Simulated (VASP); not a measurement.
Input of a VASP 6.6.1 run:

File POSCAR:

```
LiF
1.0
    3.3125580464      0.0000000000      0.0000000000
   -1.6562790232      2.8687594197      0.0000000000
    0.0000000000      0.0000000000      4.0391983533
Li F
2 2
Direct
    0.3333333333      0.6666666667      0.2500000000
    0.6666666667      0.3333333333      0.7500000000
    0.6666666667      0.3333333333      0.2500000000
    0.3333333333      0.6666666667      0.7500000000
```

INCAR.step1

```
PREC = Accurate ; ENCUT = 520
ISMEAR = 0 ; SIGMA = 0.01
LREAL = F ; LASPH = T
NELM = 60 ; NBANDS = 18
GGA = PE ; ALGO = Normal
EDIFF = 1E-4 ; LWAVE = T
LCHARG = F
```

The input INCAR.step2:

```
PREC = Accurate ; ENCUT = 520
EDIFF = 1E-6 ; ISMEAR = 0
SIGMA = 0.01 ; LREAL = F
LASPH = T ; NELM = 60
ALGO = Normal ; ISIF = 2
LWAVE = F ; LCHARG = F
METAGGA = R2SCAN ; LMIXTAU = T
NBANDS = 18 ; ISTART = 1
```

The input KPOINTS:

```
Automatic mesh
0
Gamma
  9 9 6
```

Potentials or basis: VASP PAW PBE potentials, release 64 (Li_sv, F).

Run with:

```sh
$ cat potpaw_PBE.64/Li_sv/POTCAR potpaw_PBE.64/F/POTCAR > POTCAR
$ cp INCAR.step1 INCAR
$ mpirun -np 1 vasp_std > vasp.out
$ cp INCAR.step2 INCAR
$ mpirun -np 1 vasp_std > vasp.out
```

Task: What does it give for the band gap on the k mesh?

Result: 8.48 eV, direct.

 A k mesh can miss the band edges.
